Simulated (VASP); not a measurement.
# LiBr (rocksalt type): single point with PBE

The system is LiBr (rocksalt type).

```
Li Br
1.0
     0.00000    2.02975    2.02975
     2.02975    0.00000    2.02975
     2.02975    2.02975    0.00000
Li Br
1 1
Direct
  0.00000 0.00000 0.00000
  0.50000 0.50000 0.50000
```

This cell differs from its parent crystal: volume scaled by 0.4.

- Program: VASP 6.6.1
- Task: single point
- Functional: PBE
- Potentials or basis: VASP PAW PBE potentials, release 64 (Li_sv, Br)
- Cutoff: 750 eV
- k mesh: 13 × 13 × 13
- Occupations: fermi-dirac, width 0.05 eV
- Spin: no spin polarisation

| Property | Result |
| --- | --- |
| Pressure | 171.5 GPa |
| Band gap on the k mesh | 2.98 eV, indirect (least direct gap 6.99 eV) |

Levels at points of the mesh, in eV from the valence-band top:
```
           k point  band 3  band 4  band 5  band 6  band 7  band 8
(0.00, 0.00, 0.00)   -0.10   -0.10   -0.10    9.67    9.67    9.67
```

It took 33 s on 1 thread of AMD EPYC 7R43 64-Core Processor (Zen 3) (shared host), peak memory 0.14 GiB.

 A k mesh can miss the band edges.
